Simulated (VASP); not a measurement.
Here is a VASP 6.6.1 calculation.

The input POSCAR:

```
Ti
1.0
    2.9357969430      0.0000000000      0.0000000000
   -1.4678984715      2.5424747330      0.0000000000
    0.0000000000      0.0000000000     26.2723858137
Ti
5
Direct
    0.6666666667      0.3333333333      0.3235336166
    0.3333333333      0.6666666667      0.4117668083
    0.6666666667      0.3333333333      0.5005181806
    0.3333333333      0.6666666667      0.5913194728
    0.6666666667      0.3333333333      0.6730926186
```

Contents of INCAR.step1:

```
SYSTEM = Ti
PREC = Accurate
ENCUT = 520
ISMEAR = 0
SIGMA = 0.1
LREAL = .FALSE.
LASPH = .TRUE.
NELM = 100
LDIPOL = .TRUE.
IDIPOL = 3
DIPOL = 0.5 0.5 0.500
NBANDS = 38
GGA = PE
ALGO = Normal
EDIFF = 1E-4
LWAVE = .TRUE.
LCHARG = .FALSE.
```

The input INCAR.step2:

```
SYSTEM = Ti
PREC = Accurate
ENCUT = 520
EDIFF = 1E-7
ISMEAR = 0
SIGMA = 0.1
LREAL = .FALSE.
LASPH = .TRUE.
NELM = 100
ALGO = Normal
ISIF = 2
LWAVE = .FALSE.
LCHARG = .FALSE.
LDIPOL = .TRUE.
IDIPOL = 3
DIPOL = 0.5 0.5 0.500
METAGGA = R2SCAN
LMIXTAU = .TRUE.
NBANDS = 38
ISTART = 1
```

Contents of KPOINTS:

```
regular mesh
0
G
  12 12 1
  0 0 0
```

Potentials or basis: VASP PAW PBE potentials, release 64 (Ti_sv).

Run with:

```bash
$ cat potpaw_PBE.64/Ti_sv/POTCAR > POTCAR
$ cp INCAR.step1 INCAR
$ mpirun -np 1 vasp_std > vasp.out
$ cp INCAR.step2 INCAR
$ mpirun -np 1 vasp_std > vasp.out
```

Question: What does it give for the band gap on the k mesh?

Answer: Zero (band 30 reaches 2.00 eV, above the bottom of band 31 at 0.88 eV).

Question: Estimate the largest force.

Answer: 0.573 eV/Å.

Forces on the atoms (eV/Å):
```
Ti   0.000  0.000  0.550
Ti   0.000  0.000 -0.573
Ti   0.000  0.000  0.005
Ti   0.000  0.000 -0.039
Ti   0.000  0.000  0.057
```

Caveat: the PAW data sets were made with another functional, which shifts forces and pressure a little.
